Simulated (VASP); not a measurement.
# BaTe (P-6m2) in VASP: further runs, part 2 of 2

VASP 6.6.1. Earlier steps stand in the parts before.

### Step 5. Single point, PBE

This run uses another cell than the first one, of 44.14 Å³/atom, 1.293 times its volume.

INCAR

```
SYSTEM = BaTe
  PREC = Accurate
  ENCUT = 500
  EDIFF = 1E-6
  ISMEAR = 0
  SIGMA = 0.02
  LREAL = .FALSE.
  LASPH = .TRUE.
  NELM = 120
  ALGO = Normal
  ISIF = 2
  LWAVE = .FALSE.
  LCHARG = .FALSE.
  GGA = PE
  NBANDS = 15
  GGA_COMPAT = .FALSE.
```

KPOINTS

```
Automatic mesh
0
G
  6 6 6
  0 0 0
```

POSCAR

```
BaTe
1.0
    4.8078987603      0.0000000000      0.0000000000
   -2.4039493801      4.1637624653      0.0000000000
    0.0000000000      0.0000000000      4.4099628075
Ba Te
1 1
Direct
    0.3333333333      0.6666666667      0.0000000000
    0.6666666667      0.3333333333      0.5000000000
```

Potentials or basis: VASP PAW PBE potentials, release 64 (Ba_sv, Te).

Launch:

```bash
> cat potpaw_PBE.64/Ba_sv/POTCAR potpaw_PBE.64/Te/POTCAR > POTCAR
> mpirun -np 1 vasp_std > vasp.out
```

OUTCAR:

```text
SYSTEM = BaTe
   PREC = Accurate
   ENCUT = 500
   EDIFF = 1E-6
   ISMEAR = 0
   LREAL = .FALSE.
   LASPH = .TRUE.
   NELM = 120
   ISIF = 2
   GGA = PE

 ion  position               nearest neighbor table
   1  0.333  0.667  0.000-   2 3.55   2 3.55   2 3.55   2 3.55   2 3.55   2 3.55
   2  0.667  0.333  0.500-   1 3.55   1 3.55   1 3.55   1 3.55   1 3.55   1 3.55

  LATTYP: Found a hexagonal cell.
 ALAT       =     4.8078987603
 C/A-ratio  =     0.9172328760

  Lattice vectors:

 A1 = (   4.8078987603,   0.0000000000,   0.0000000000)
 A2 = (  -2.4039493801,   4.1637624653,   0.0000000000)
[... 611 lines left out ...]
     12       7.8755      0.00000
     13       8.3171      0.00000
     14       9.4816      0.00000
     15       9.6301      0.00000

 [... further k-points ...]
[... 5 lines left out ...]
  --------------------------------------------------------------------------------------
  -------------------------------------------------------------------------------------
  Total        0.1695410      0.1695410      0.2101314      0.0000000      0.0000000     -0.0000000
  in kB        3.0768701      3.0768701      3.8135135      0.0000000      0.0000000     -0.0000000
  external PRESSURE =       3.3224179 kB  Pullay stress =       0.0000000 kB

 VOLUME and BASIS-vectors are now :
 -----------------------------------------------------------------------------
  energy-cutoff  :      500.00
  volume of cell :       88.28
      direct lattice vectors                 reciprocal lattice vectors
     4.807898760  0.000000000  0.000000000     0.207991068  0.120083699  0.000000000
    -2.403949380  4.163762465  0.000000000     0.000000000  0.240167399  0.000000000
     0.000000000  0.000000000  4.409962808     0.000000000  0.000000000  0.226759282

 POSITION                                       TOTAL-FORCE (eV/Angst)
 -----------------------------------------------------------------------------------
     -0.00000      2.77584      0.00000        -0.000000      0.000000      0.000000
      2.40395      1.38792      2.20498         0.000000      0.000000      0.000000
 -----------------------------------------------------------------------------------
    total drift:                                0.000000     -0.000000     -0.000000

  FREE ENERGIE OF THE ION-ELECTRON SYSTEM (eV)
  ---------------------------------------------------
  free  energy   TOTEN  =        -8.3908281996 eV

  energy  without entropy=       -8.3908281996  energy(sigma->0) =       -8.39082820
```

OSZICAR:

```text
N       E                     dE             d eps       ncg     rms          rms(c)
DAV:   1     0.908272802929E+02    0.90827E+02   -0.60740E+03   840   0.845E+02
DAV:   2    -0.233002374220E+01   -0.93157E+02   -0.87088E+02  1132   0.166E+02
DAV:   3    -0.840411424289E+01   -0.60741E+01   -0.60392E+01  1300   0.463E+01
DAV:   4    -0.856597386751E+01   -0.16186E+00   -0.16183E+00  1079   0.645E+00
DAV:   5    -0.856844203362E+01   -0.24682E-02   -0.24681E-02  1211   0.692E-01    0.364E+00
DAV:   6    -0.839809917965E+01    0.17034E+00   -0.15339E-01   980   0.199E+00    0.239E+00
DAV:   7    -0.838068073470E+01    0.17418E-01   -0.14931E-01  1093   0.206E+00    0.819E-01
DAV:   8    -0.838879892168E+01   -0.81182E-02   -0.21493E-02   875   0.880E-01    0.236E-01
DAV:   9    -0.839002385235E+01   -0.12249E-02   -0.16708E-03  1036   0.255E-01    0.904E-02
DAV:  10    -0.839076005020E+01   -0.73620E-03   -0.86906E-04   868   0.161E-01    0.285E-02
DAV:  11    -0.839082691264E+01   -0.66862E-04   -0.10011E-04  1057   0.543E-02    0.302E-02
DAV:  12    -0.839082760583E+01   -0.69319E-06   -0.23721E-05   903   0.271E-02    0.959E-03
DAV:  13    -0.839082819963E+01   -0.59380E-06   -0.17789E-06  1105   0.648E-03
   1 F= -.83908282E+01 E0= -.83908282E+01  d E =-.834424E-17
```

Run time: 17 s. Hardware: 1 thread of AMD EPYC 9R45 (Zen 5), shared host; peak memory 0.18 GiB.

Results:

| Item | Value |
| --- | --- |
| Free energy | -8.3908 eV |
| Pressure | 0.3 GPa |
| Band gap on the k mesh | 1.47 eV, direct |

Levels at points of the mesh, in eV from the valence-band top:
```csv
k point,band 4,band 5,band 6,band 7,band 8,band 9,band 10,band 11,band 12,band 13
"(0.00, 0.00, 0.00)",-12.56,-9.74,-0.72,-0.72,0.00,1.47,2.40,4.53,4.53,4.72
"(0.50, 0.00, 0.00)",-12.52,-9.22,-2.24,-0.55,-0.52,1.62,4.28,4.50,4.82,5.06
"(0.00, 0.00, 0.50)",-12.62,-9.02,-2.62,-0.50,-0.50,2.93,2.93,3.78,3.78,4.55
"(0.50, 0.00, 0.50)",-12.66,-9.31,-1.87,-1.47,-1.15,2.52,4.03,5.10,5.71,6.15
```

Caveat: spin-orbit coupling is left out, which moves the levels of the heavy elements. A k mesh can miss the band edges.

### Step 6. Single point, PBE

This run uses another cell than the first one, of 44.14 Å³/atom, 1.293 times its volume.

INCAR

```
ALGO = Normal ; EDIFF = 1E-6
ENCUT = 500 ; GGA = PE
GGA_COMPAT = F ; ISIF = 2
ISMEAR = 0 ; LASPH = T
LCHARG = F ; LREAL = F
LWAVE = F ; NBANDS = 15
NELM = 120 ; PREC = Accurate
SIGMA = 0.02
```

KPOINTS

```
k-points
0
Gamma
  6 6 6
```

POSCAR is that of step 5.

Potentials or basis: VASP PAW PBE potentials, release 64 (Ba_sv, Te).

Launch:

```bash
> cat potpaw_PBE.64/Ba_sv/POTCAR potpaw_PBE.64/Te/POTCAR > POTCAR
> mpirun -np 1 vasp_std > vasp.out
```

OUTCAR:

```text
EDIFF = 1E-6
   ENCUT = 500
   GGA = PE
   ISIF = 2
   ISMEAR = 0
   LASPH = T
   LREAL = F
   NELM = 120
   PREC = Accurate

 ion  position               nearest neighbor table
   1  0.333  0.667  0.000-   2 3.55   2 3.55   2 3.55   2 3.55   2 3.55   2 3.55
   2  0.667  0.333  0.500-   1 3.55   1 3.55   1 3.55   1 3.55   1 3.55   1 3.55

  LATTYP: Found a hexagonal cell.
 ALAT       =     4.8078987603
 C/A-ratio  =     0.9172328760

  Lattice vectors:

[... 618 lines left out ...]
 [... further k-points ...]

------------------------ aborting loop because EDIFF is reached ----------------------------------------

  FORCE on cell =-STRESS in cart. coord.  units (eV):
  Direction    XX          YY          ZZ          XY          YZ          ZX
  --------------------------------------------------------------------------------------
  -------------------------------------------------------------------------------------
  Total        0.1695410      0.1695410      0.2101314      0.0000000      0.0000000     -0.0000000
  in kB        3.0768701      3.0768701      3.8135135      0.0000000      0.0000000     -0.0000000
  external PRESSURE =       3.3224179 kB  Pullay stress =       0.0000000 kB

 VOLUME and BASIS-vectors are now :
 -----------------------------------------------------------------------------
  energy-cutoff  :      500.00
  volume of cell :       88.28
      direct lattice vectors                 reciprocal lattice vectors
     4.807898760  0.000000000  0.000000000     0.207991068  0.120083699  0.000000000
    -2.403949380  4.163762465  0.000000000     0.000000000  0.240167399  0.000000000
     0.000000000  0.000000000  4.409962808     0.000000000  0.000000000  0.226759282

 POSITION                                       TOTAL-FORCE (eV/Angst)
 -----------------------------------------------------------------------------------
     -0.00000      2.77584      0.00000        -0.000000      0.000000      0.000000
      2.40395      1.38792      2.20498         0.000000      0.000000      0.000000
 -----------------------------------------------------------------------------------
    total drift:                                0.000000     -0.000000     -0.000000

  FREE ENERGIE OF THE ION-ELECTRON SYSTEM (eV)
  ---------------------------------------------------
  free  energy   TOTEN  =        -8.3908281996 eV

  energy  without entropy=       -8.3908281996  energy(sigma->0) =       -8.39082820
```

OSZICAR:

```text
N       E                     dE             d eps       ncg     rms          rms(c)
DAV:   1     0.908272802929E+02    0.90827E+02   -0.60740E+03   840   0.845E+02
DAV:   2    -0.233002374220E+01   -0.93157E+02   -0.87088E+02  1132   0.166E+02
DAV:   3    -0.840411424289E+01   -0.60741E+01   -0.60392E+01  1300   0.463E+01
DAV:   4    -0.856597386751E+01   -0.16186E+00   -0.16183E+00  1079   0.645E+00
DAV:   5    -0.856844203362E+01   -0.24682E-02   -0.24681E-02  1211   0.692E-01    0.364E+00
DAV:   6    -0.839809917965E+01    0.17034E+00   -0.15339E-01   980   0.199E+00    0.239E+00
DAV:   7    -0.838068073470E+01    0.17418E-01   -0.14931E-01  1093   0.206E+00    0.819E-01
DAV:   8    -0.838879892168E+01   -0.81182E-02   -0.21493E-02   875   0.880E-01    0.236E-01
DAV:   9    -0.839002385235E+01   -0.12249E-02   -0.16708E-03  1036   0.255E-01    0.904E-02
DAV:  10    -0.839076005020E+01   -0.73620E-03   -0.86906E-04   868   0.161E-01    0.285E-02
DAV:  11    -0.839082691264E+01   -0.66862E-04   -0.10011E-04  1057   0.543E-02    0.302E-02
DAV:  12    -0.839082760583E+01   -0.69319E-06   -0.23721E-05   903   0.271E-02    0.959E-03
DAV:  13    -0.839082819963E+01   -0.59380E-06   -0.17789E-06  1105   0.648E-03
   1 F= -.83908282E+01 E0= -.83908282E+01  d E =-.834424E-17
```

stdout:

```text
POSCAR found type information on POSCAR BaTe
 POSCAR found :  2 types and       2 ions
 scaLAPACK will be used
 LDA part: xc-table for (Slater+PW92), standard interpolation
 POSCAR, INCAR and KPOINTS ok, starting setup
 FFT: planning ... GRIDC
 FFT: planning ... GRID_SOFT
 FFT: planning ... GRID
 WAVECAR not read
 entering main loop
```

Wall time 16 s (1 thread of AMD EPYC 9R45 (Zen 5), shared host); peak memory 0.18 GiB.

Results:

- Free energy: -8.3908 eV
- Pressure: 0.3 GPa
- Band gap on the k mesh: 1.47 eV, direct

Caveat: spin-orbit coupling is left out, which moves the levels of the heavy elements.

### Step 7. Overview

```tsv
cell	k mesh	smearing	gap on the mesh (eV)	pressure (GPa)
a = 4.088, b = 4.088, c = 4.720 Å, angles 90.0, 90.0, 120.0°, 2 atoms	6 × 6 × 4	gaussian 0.1 eV	none	9.4
a = 4.797, b = 4.797, c = 4.417 Å, angles 90.0, 90.0, 120.0°, 2 atoms	6 × 6 × 4	gaussian 0.1 eV	1.47	0.4
a = 4.752, b = 4.752, c = 4.379 Å, angles 90.0, 90.0, 120.0°, 2 atoms	6 × 6 × 6	gaussian 0.02 eV	1.42	1.2
a = 4.808, b = 4.808, c = 4.410 Å, angles 90.0, 90.0, 120.0°, 2 atoms	6 × 6 × 6	gaussian 0.02 eV	1.47	0.3
```

Alike in all rows: task single point; level PBE; potentials or basis VASP PAW PBE potentials, release 64 (Ba_sv, Te); no spin polarisation; cutoff (eV) 500.

Caveats: spin-orbit coupling is left out, which moves the levels of the heavy elements.

Total energies depend on the potentials used, so only differences within one code and one set of settings carry meaning.
